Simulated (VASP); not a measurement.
Here is a VASP 6.6.1 calculation.

Contents of INCAR:

```
SYSTEM = AlN
PREC = Accurate
ENCUT = 520
EDIFF = 1E-7
ISMEAR = -1
SIGMA = 0.05
LREAL = .False.
LASPH = .True.
NELM = 60
ALGO = Normal
ISIF = 2
LWAVE = .False.
LCHARG = .False.
NBANDS = 11
```

KPOINTS

```
regular mesh
0
Gamma
  10 10 10
  0 0 0
```

File POSCAR:

```
AlN
1.0
    0.0000000000      2.1693354430      2.1693354430
    2.1693354430      0.0000000000      2.1693354430
    2.1693354430      2.1693354430      0.0000000000
Al N
1 1
Direct
    0.0000000000      0.0000000000      0.0000000000
    0.2500000000      0.2500000000      0.2500000000
```

Potentials or basis: VASP PAW LDA potentials, release 64 (Al, N).

Run with:

```bash
$ cat potpaw_LDA.64/Al/POTCAR potpaw_LDA.64/N/POTCAR > POTCAR
$ mpirun -np 1 vasp_std > vasp.out
```

(1) What does it give for the band gap on the k mesh?

(2) What does it give for the pressure?

Answers

(1) 3.23 eV, indirect (least direct gap 4.42 eV).

(2) 1.2 GPa.
